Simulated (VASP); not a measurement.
Input of a VASP 6.6.1 run:

Contents of INCAR:

```
PREC = Accurate
ENCUT = 600
EDIFF = 1E-6
ISMEAR = 0
SIGMA = 0.1
LREAL = F
LASPH = T
NELM = 60
ALGO = Normal
ISIF = 3
LWAVE = F
LCHARG = F
GGA = PE
IBRION = 2
NSW = 80
EDIFFG = -0.025
```

KPOINTS

```
regular mesh
0
Gamma
  4 4 4
```

Contents of POSCAR:

```
NaF
1.0
   -1.6539044689     -3.1733528197     -0.0048604201
   -5.0262208417      3.2068850622     -0.0150977592
    1.6526685637     -0.0081494890     -5.7049297198
Na F
4 4
Direct
    0.6148193841      0.5813243361      0.3850173288
    0.1075211613      0.0916518488      0.3597981707
    0.4613452773      0.9863315067      0.8688295101
    0.9956047872      0.4597010610      0.8243396012
    0.8627210392      0.9372904048      0.6512304692
    0.3369806748      0.3745153062      0.6550829061
    0.3369282378      0.8031364413      0.1421986748
    0.7840794383      0.2660490953      0.1135033393
```

Potentials or basis: VASP PAW PBE potentials, release 64 (Na_pv, F).

Launch:

```console
$ cat potpaw_PBE.64/Na_pv/POTCAR potpaw_PBE.64/F/POTCAR > POTCAR
$ mpirun -np 1 vasp_std > vasp.out
```

Q: Predict the relaxed volume.

A: 12.91 Å³/atom.

Q: What does it give for the space group after relaxing (to 0.1 Å)?

A: Fm-3m (No. 225).

Step by step:
```csv
step,energy change (eV),largest force (eV/Å),pressure (GPa),volume (Å³)
1,0.0000,6.3190,4.05,121.36
3,-1.1616,0.8202,-1.11,125.84
5,-1.1768,0.7607,-1.39,126.81
7,-1.4122,0.3329,0.21,119.25
9,-1.4375,0.1950,0.05,119.28
11,-1.4521,0.1638,0.13,118.94
13,-1.4673,0.1740,-0.30,120.26
15,-1.4875,0.1990,-0.25,119.39
17,-1.5158,0.3785,-0.14,115.02
19,-1.5308,0.4048,-0.31,114.48
21,-1.6008,0.5355,-0.64,111.93
23,-1.6183,0.6027,-0.68,110.85
25,-1.6601,0.6211,-0.16,107.94
27,-1.7346,0.5422,-0.20,107.64
29,-1.9664,0.8707,0.17,105.83
31,-2.0424,0.5790,-0.23,106.00
33,-2.1445,0.2695,-0.35,105.13
35,-2.2241,0.1269,0.64,102.07
37,-2.2341,0.0610,-0.23,103.93
39,-2.2373,0.0368,0.01,103.29
41,-2.2373,0.0387,0.06,103.20
42,-2.2381,0.0174,0.01,103.29
```

Caveat: the k points lie up to 0.47 Å⁻¹ apart in the final cell.
